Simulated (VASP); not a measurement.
# BN (P6_3/mmc) in VASP: notebook

Runs on BN. Level: LDA. Tasks: single point.

Program: VASP 6.6.1. These are calculated values, not measurements. Logs are shortened: lines on timing, memory, paths and dates and some standing lists are left out, and cuts for length are marked.

## 1. The cell of the first run

It takes space group P6_3/mmc (No. 194, hexagonal). The conventional cell has a = 2.486 Å, b = 2.486 Å, c = 6.037 Å, α = 90.00°, β = 90.00°, γ = 120.00°. B (site symmetry -6m2) has 3 N at 1.44 Å within 1.9 Å. Within 1.9 Å of N (site symmetry -6m2) lie 3 B at 1.44 Å.

## 2. Single point, LDA (volume 8.081 Å^3 an atom, c/a of the conventional cell 2.4281)

File INCAR:

```
PREC = Accurate
ENCUT = 520
EDIFF = 1E-7
ISMEAR = 0
SIGMA = 0.05
LREAL = F
LASPH = T
NELM = 80
ALGO = Normal
ISIF = 2
LWAVE = F
LCHARG = F
GGA = CA
NBANDS = 16
```

File KPOINTS:

```
Automatic mesh
0
Gamma
  12 12 4
```

File POSCAR:

```
BN
1.0
    2.4864284467      0.0000000000      0.0000000000
   -1.2432142233      2.1533101995      0.0000000000
    0.0000000000      0.0000000000      6.0372969113
B N
2 2
Direct
    0.3333333333      0.6666666667      0.2500000000
    0.6666666667      0.3333333333      0.7500000000
    0.3333333333      0.6666666667      0.7500000000
    0.6666666667      0.3333333333      0.2500000000
```

Potentials or basis: VASP PAW LDA potentials, release 64 (B, N).

On the command line:

```console
$ cat potpaw_LDA.64/B/POTCAR potpaw_LDA.64/N/POTCAR > POTCAR
$ mpirun -np 1 vasp_std > vasp.out
```

OUTCAR:

```text
PREC = Accurate
   ENCUT = 520
   EDIFF = 1E-7
   ISMEAR = 0
   LREAL = F
   LASPH = T
   NELM = 80
   ISIF = 2
   GGA = CA

 ion  position               nearest neighbor table
   1  0.333  0.667  0.250-   4 1.44   4 1.44   4 1.44
   2  0.667  0.333  0.750-   3 1.44   3 1.44   3 1.44
   3  0.333  0.667  0.750-   2 1.44   2 1.44   2 1.44
   4  0.667  0.333  0.250-   1 1.44   1 1.44   1 1.44

  LATTYP: Found a hexagonal cell.
 ALAT       =     2.4864284467
 C/A-ratio  =     2.4280999999

  Lattice vectors:

 A1 = (   2.4864284467,   0.0000000000,   0.0000000000)
 A2 = (  -1.2432142233,   2.1533101995,   0.0000000000)
 A3 = (   0.0000000000,   0.0000000000,   6.0372969113)

Analysis of symmetry for initial positions (statically):
=====================================================================
 Subroutine PRICEL returns:
 Original cell was already a primitive cell.

 Routine SETGRP: Setting up the symmetry group for a
 hexagonal supercell.

 Subroutine GETGRP returns: Found 24 space group operations
 (whereof 12 operations were pure point group operations)
 out of a pool of 24 trial point group operations.

The static configuration has the point symmetry D_3d.
 The point group associated with its full space group is D_6h.

Analysis of symmetry for dynamics (positions and initial velocities):
=====================================================================
 Subroutine PRICEL returns:
 Original cell was already a primitive cell.

 Routine SETGRP: Setting up the symmetry group for a
 hexagonal supercell.

 Subroutine GETGRP returns: Found 24 space group operations
 (whereof 12 operations were pure point group operations)
 out of a pool of 24 trial point group operations.

The dynamic configuration has the point symmetry D_3d.
 The point group associated with its full space group is D_6h.

 Subroutine INISYM returns: Found 24 space group operations
 (whereof 12 operations are pure point group operations),
 and found     1 'primitive' translations

----------------------------------------------------------------------------------------

                                     Primitive cell

  volume of cell :      32.3240

  direct lattice vectors                    reciprocal lattice vectors
     2.486428447  0.000000000  0.000000000     0.402183301  0.232200637  0.000000000
    -1.243214223  2.153310199  0.000000000     0.000000000  0.464401274  0.000000000
     0.000000000  0.000000000  6.037296911     0.000000000  0.000000000  0.165637042

  length of vectors
     2.486428447  2.486428447  6.037296911     0.464401274  0.464401274  0.165637042

  position of ions in fractional coordinates (direct lattice)
     0.333333333  0.666666667  0.250000000
     0.666666667  0.333333333  0.750000000
     0.333333333  0.666666667  0.750000000
     0.666666667  0.333333333  0.250000000

  ion indices of the primitive-cell ions
   primitive index   ion index
                 1           1
                 2           2
                 3           3
                 4           4

----------------------------------------------------------------------------------------

 KPOINTS: Automatic mesh

Automatic generation of k-mesh.
 Grid dimensions read from file:
 generate k-points for:   12   12    4

 Generating k-lattice:

  Cartesian coordinates                     Fractional coordinates (reciprocal lattice)
     0.033515275  0.019350053  0.000000000     0.083333333 -0.000000000  0.000000000
     0.000000000  0.038700106  0.000000000     0.000000000  0.083333333  0.000000000
     0.000000000  0.000000000  0.041409260     0.000000000  0.000000000  0.250000000

  Length of vectors
     0.038700106  0.038700106  0.041409260

  Shift w.r.t. Gamma in fractional coordinates (k-lattice)
     0.000000000  0.000000000  0.000000000

 Subroutine IBZKPT returns following result:
 ===========================================

 Found     57 irreducible k-points:

 Following reciprocal coordinates:
            Coordinates               Weight
  0.000000  0.000000  0.000000      1.000000
  0.083333  0.000000  0.000000      6.000000
  0.166667  0.000000  0.000000      6.000000
  0.250000  0.000000  0.000000      6.000000
  0.333333  0.000000  0.000000      6.000000
  0.416667  0.000000  0.000000      6.000000
[... 16 lines left out ...]
  0.250000  0.000000  0.250000     12.000000
  0.333333  0.000000  0.250000     12.000000
 [... further k-points ...]
   k-points           NKPTS =     57   k-points in BZ     NKDIM =     57   number of bands    NBANDS=     16
   number of dos      NEDOS =    301   number of ions     NIONS =      4
   total plane-waves  NPLWV =  15552
   dimension x,y,z NGX =    18 NGY =   18 NGZ =   48
   dimension x,y,z NGXF=    36 NGYF=   36 NGZF=   96
   ions per type =               2   2
   NGX,Y,Z   is equivalent  to a cutoff of  12.04, 12.04, 13.22 a.u.
   NGXF,Y,Z  is equivalent  to a cutoff of  24.07, 24.07, 26.44 a.u.
 SYSTEM =  unknown system
   PREC   = accura    normal or accurate (medium, high low for compatibility)
   ISTART =      0    job   : 0-new  1-cont  2-samecut
   ICHARG =      2    charge: 1-file 2-atom 10-const
   ISPIN  =      1    spin polarized calculation?
   LNONCOLLINEAR =      F non collinear calculations
   LSORBIT =      F    spin-orbit coupling
   LASPH  =      T    aspherical Exc in radial PAW
   ENCUT  =  520.0 eV  38.22 Ry    6.18 a.u.   4.62  4.62 11.23*2*pi/ulx,y,z
   NELM   =     80;   NELMIN=  2; NELMDL= -5     # of ELM steps
   EDIFF  = 0.1E-06   stopping-criterion for ELM
   LREAL  =      F    real-space projection
   EDIFFG = 0.1E-05   stopping-criterion for IOM
   NSW    =      0    number of steps for IOM
   IBRION =     -1    ionic relax: 0-MD 1-quasi-New 2-CG
   NFREE  =      0    steps in history (QN), initial steepest desc. (CG)
   ISIF   =      2    stress and relaxation
   ISYM   =      2    0-nonsym 1-usesym 2-fastsym
   POTIM  = 0.5000    time-step for ionic-motion
   TEBEG  =    0.0;   TEEND  =   0.0 temperature during run
   PSTRESS=    0.0 pullay stress
   NELECT =      16.0000    total number of electrons
   NUPDOWN=      -1.0000    fix difference up-down
   EMIN   =  10.00;   EMAX   =-10.00  energy-range for DOS
   EFERMI =   0.00;   METHOD = LEGACY
   ISMEAR =     0;   SIGMA  =   0.05  broadening in eV -4-tet -1-fermi 0-gaus
   EFERMI_NEDOS =   21; number of points for ismear=-14 and -15
   IALGO  =     38    algorithm
   IMIX   =      4    mixing-type and parameters
     AMIX     =   0.40;   BMIX     =  1.00
     AMIX_MAG =   1.60;   BMIX_MAG =  1.00
  volume/ion in A,a.u.               =       8.08        54.53
  Fermi-wavevector in a.u.,A,eV,Ry     =   1.295010  2.447214 22.817663  1.677051
  Thomas-Fermi vector in A             =   2.426557
   LORBIT       =      0    0 simple, 1 ext, 2 COOP (PROOUT), +10 PAW based schemes
   GGA     = CA    functional components
   LHFCALC =     F    Hartree Fock is set to
   AEXX    =    0.0000 exact exchange contribution
   IVDW    =     0    specifies the selected vdW correction
   LEPSILON=     F    determine dielectric tensor
   LRPA    =     F    only Hartree local field effects (RPA)
 non-spin polarized calculation
 Gauss-broadening in eV      SIGMA  =   0.05
  energy-cutoff  :      520.00
  volume of cell :       32.32
 maximum number of plane-waves:       884
   NGX =  9   NGY =  9   NGZ = 23

 number of electron      15.9999998 magnetization

 Free energy of the ion-electron system (eV)
  ---------------------------------------------------
  ext. energy  EPLUGINS =         0.00000000
  ---------------------------------------------------
  free energy    TOTEN  =       -38.55866052 eV

  energy without entropy =      -38.55866052  energy(sigma->0) =      -38.55866052

 E-fermi :   3.4783     XC(G=0): -11.1577

 val. band max:        3.1599616413   @ k =   0.3333   0.2500   0.0000
 cond. band min:       7.0812751587   @ k =   0.5000   0.0000   0.0000
 fundamental gap:      3.9213135175
 Fermi energy:         3.4783206312

 k-point     1 :       0.0000    0.0000    0.0000
  band No.  band energies     occupation
      1     -14.7891      2.00000
      2     -14.1736      2.00000
      3      -3.8499      2.00000
      4      -0.4782      2.00000
      5       1.7470      2.00000
      6       1.7470      2.00000
[... 8 lines left out ...]
     15      16.1660      0.00000
     16      16.1929      0.00000

 k-point     2 :       0.0833    0.0000    0.0000
  band No.  band energies     occupation
      1     -14.6490      2.00000
      2     -14.0422      2.00000
      3      -3.6574      2.00000
      4      -0.3126      2.00000
      5       1.1896      2.00000
      6       1.2835      2.00000
[... 8 lines left out ...]
     15      15.6384      0.00000
     16      16.5886      0.00000

 k-point     3 :       0.1667    0.0000    0.0000
  band No.  band energies     occupation
      1     -14.2352      2.00000
      2     -13.6552      2.00000
      3      -3.0862      2.00000
      4      -0.2322      2.00000
      5      -0.1132      2.00000
      6       0.1725      2.00000
[... 8 lines left out ...]
     15      17.1010      0.00000
     16      17.6006      0.00000

 k-point     4 :       0.2500    0.0000    0.0000
  band No.  band energies     occupation
      1     -13.5722      2.00000
      2     -13.0402      2.00000
      3      -2.1590      2.00000
      4      -2.0502      2.00000
      5      -1.8879      2.00000
      6       0.0671      2.00000
[... 8 lines left out ...]
     15      19.1812      0.00000
     16      19.3994      0.00000
[... 324 lines left out ...]
 k-point    22 :       0.1667    0.0000    0.2500
  band No.  band energies     occupation
      1     -14.1583      2.00000
      2     -13.7493      2.00000
      3      -2.7021      2.00000
      4      -0.5151      2.00000
      5      -0.2046      2.00000
      6      -0.0511      2.00000
[... 8 lines left out ...]
     15      16.9341      0.00000
     16      17.0641      0.00000

 k-point    23 :       0.2500    0.0000    0.2500
  band No.  band energies     occupation
      1     -13.5010      2.00000
      2     -13.1257      2.00000
      3      -2.1161      2.00000
      4      -1.9290      2.00000
      5      -1.6908      2.00000
      6       0.0863      2.00000
[... 8 lines left out ...]
     15      19.2087      0.00000
     16      19.3623      0.00000

 k-point    24 :       0.3333    0.0000    0.2500
  band No.  band energies     occupation
      1     -12.6600      2.00000
      2     -12.3407      2.00000
      3      -3.8532      2.00000
      4      -3.7108      2.00000
      5      -0.5710      2.00000
      6      -0.5576      2.00000
[... 8 lines left out ...]
     15      20.3621      0.00000
     16      21.7709      0.00000

 [... further k-points ...]

------------------------ aborting loop because EDIFF is reached ----------------------------------------

  FORCE on cell =-STRESS in cart. coord.  units (eV):
  Direction    XX          YY          ZZ          XY          YZ          ZX
  --------------------------------------------------------------------------------------
  -------------------------------------------------------------------------------------
  Total        0.4763513      0.4763513      0.6115890      0.0000000     -0.0000000     -0.0000000
  in kB       23.6109144     23.6109144     30.3141322      0.0000000     -0.0000000     -0.0000000
  external PRESSURE =      25.8453203 kB  Pullay stress =       0.0000000 kB

 VOLUME and BASIS-vectors are now :
 -----------------------------------------------------------------------------
  energy-cutoff  :      520.00
  volume of cell :       32.32
      direct lattice vectors                 reciprocal lattice vectors
     2.486428447  0.000000000  0.000000000     0.402183301  0.232200637  0.000000000
    -1.243214223  2.153310199  0.000000000     0.000000000  0.464401274  0.000000000
     0.000000000  0.000000000  6.037296911     0.000000000  0.000000000  0.165637042

 POSITION                                       TOTAL-FORCE (eV/Angst)
 -----------------------------------------------------------------------------------
     -0.00000      1.43554      1.50932         0.000000     -0.000000      0.000000
      1.24321      0.71777      4.52797        -0.000000      0.000000      0.000000
     -0.00000      1.43554      4.52797         0.000000      0.000000      0.000000
      1.24321      0.71777      1.50932        -0.000000      0.000000      0.000000
 -----------------------------------------------------------------------------------
    total drift:                               -0.000000      0.000000      0.000000

  FREE ENERGIE OF THE ION-ELECTRON SYSTEM (eV)
  ---------------------------------------------------
  free  energy   TOTEN  =       -38.5586605156 eV

  energy  without entropy=      -38.5586605156  energy(sigma->0) =      -38.55866052
```

Run time: 14 s. Hardware: 1 thread of AMD EPYC 9R45 (Zen 5), shared host; peak memory 0.11 GiB.

What came out:

```
Free energy            : -38.5587 eV
Pressure               : 2.6 GPa
Band gap on the k mesh : 3.92 eV, indirect (least direct gap 4.23 eV)
```

Levels at points of the mesh, in eV from the valence-band top:
| k point | band 6 | band 7 | band 8 | band 9 | band 10 | band 11 |
| --- | --- | --- | --- | --- | --- | --- |
| (0.00, 0.00, 0.00) | -1.41 | -1.32 | -1.32 | 5.66 | 11.21 | 11.45 |
| (0.50, 0.00, 0.00) | -4.16 | -1.96 | -0.31 | 3.92 | 6.01 | 9.73 |
| (0.00, 0.00, 0.50) | -1.37 | -1.37 | -1.37 | 8.64 | 8.64 | 11.58 |
| (0.50, 0.00, 0.50) | -4.23 | -1.06 | -1.06 | 4.49 | 4.49 | 10.11 |

## 3. Single point, LDA (volume 8.081 Å^3 an atom, c/a of the conventional cell 2.6103)

File INCAR:

```
  PREC = Accurate
  ENCUT = 520
  EDIFF = 1E-6
  ISMEAR = 0
  SIGMA = 0.05
  LREAL = False
  LASPH = True
  NELM = 100
  ALGO = Normal
  ISIF = 2
  LWAVE = False
  LCHARG = True
  LELF = True
  LVHAR = True
  NBANDS = 16
```

KPOINTS is that of step 2.

File POSCAR:

```
BN
1.0
    2.4271855304      0.0000000000      0.0000000000
   -1.2135927652      2.1020043291      0.0000000000
    0.0000000000      0.0000000000      6.3356111953
B N
2 2
Direct
    0.3333333333      0.6666666667      0.2500000000
    0.6666666667      0.3333333333      0.7500000000
    0.3333333333      0.6666666667      0.7500000000
    0.6666666667      0.3333333333      0.2500000000
```

Potentials or basis: VASP PAW LDA potentials, release 64 (B, N).

On the command line:

```console
$ cat potpaw_LDA.64/B/POTCAR potpaw_LDA.64/N/POTCAR > POTCAR
$ mpirun -np 1 vasp_std > vasp.out
```

Run time: 13 s. Hardware: 1 thread of AMD EPYC 9R45 (Zen 5), shared host; peak memory 0.11 GiB.

The run converged. Its results:

```yaml
Free_energy: -38.4053 eV
Pressure: 22.6 GPa
Band_gap_on_the_k_mesh: 4.11 eV, indirect (least direct gap 4.56 eV)
```

Stress tensor (GPa, compression positive):
```
33.53  0.00  0.00
 0.00 33.53  0.00
 0.00  0.00  0.76
```

Levels at points of the mesh, in eV from the valence-band top:
```tsv
k point	band 5	band 6	band 7	band 8	band 9	band 10	band 11	band 12
(0.00, 0.00, 0.00)	-1.25	-1.25	-1.20	-1.20	5.22	10.94	12.18	12.18
(0.50, 0.00, 0.00)	-4.33	-4.24	-1.75	-0.45	4.11	5.91	10.33	10.90
(0.00, 0.00, 0.50)	-1.22	-1.22	-1.22	-1.22	8.02	8.02	12.26	12.26
(0.50, 0.00, 0.50)	-4.29	-4.29	-1.06	-1.06	4.69	4.69	10.90	10.90
```

 A k mesh can miss the band edges.
